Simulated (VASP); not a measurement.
Set up this calculation in VASP 6.6.1, as the native input.

```
Task                   : single point
Functional             : PBE
Potentials or basis    : VASP PAW PBE potentials, release 64 (Ta_pv, Sc_sv, N)
Cutoff                 : 520 eV
k mesh                 : 10 × 10 × 3
Occupations            : fermi-dirac, width 0.05 eV
Spin                   : no spin polarisation
Dipole correction      : no
Further INCAR settings : ALGO = Normal; EDIFF = 1e-07; NBANDS = 36
```

The structure of ScTaN lies in POSCAR:

```
ScTaN
1.0
    3.0850655424      0.0000000000      0.0000000000
   -1.5425327712      2.6717451321      0.0000000000
    0.0000000000      0.0000000000     10.3401360000
Ta Sc N
2 2 2
Direct
    0.3333333333      0.6666666667      0.2456310000
    0.6666666667      0.3333333333      0.7543690000
    0.0000000000      0.0000000000      0.0000000000
    0.0000000000      0.0000000000      0.5000000000
    0.3333333333      0.6666666667      0.6298410000
    0.6666666667      0.3333333333      0.3701590000
```

The input as run:

INCAR

```
SYSTEM = ScTaN
  PREC = Accurate
  ENCUT = 520
  EDIFF = 1E-7
  ISMEAR = -1
  SIGMA = 0.05
  LREAL = .FALSE.
  LASPH = .TRUE.
  NELM = 80
  ALGO = Normal
  ISIF = 2
  LWAVE = .FALSE.
  LCHARG = .TRUE.
  GGA = PE
  LELF = .TRUE.
  LVHAR = .TRUE.
  NBANDS = 36
```

KPOINTS

```
regular mesh
0
G
  10 10 3
  0 0 0
```

Potentials or basis: VASP PAW PBE potentials, release 64 (Ta_pv, Sc_sv, N).

Command:

```sh
$ cat potpaw_PBE.64/Ta_pv/POTCAR potpaw_PBE.64/Sc_sv/POTCAR potpaw_PBE.64/N/POTCAR > POTCAR
$ mpirun -np 1 vasp_std > vasp.out
```

It gave:

The pressure is -0.1 GPa, the largest force is 0.011 eV/Å and the band gap on the k mesh is zero (band 27 reaches 6.83 eV, above the bottom of band 28 at 6.06 eV).

Caveat: spin-orbit coupling is left out, which moves the levels of the heavy elements.

It took 2.5 min on 1 thread of AMD EPYC 7R43 64-Core Processor (Zen 3), with other jobs on the host, peak memory 0.23 GiB.
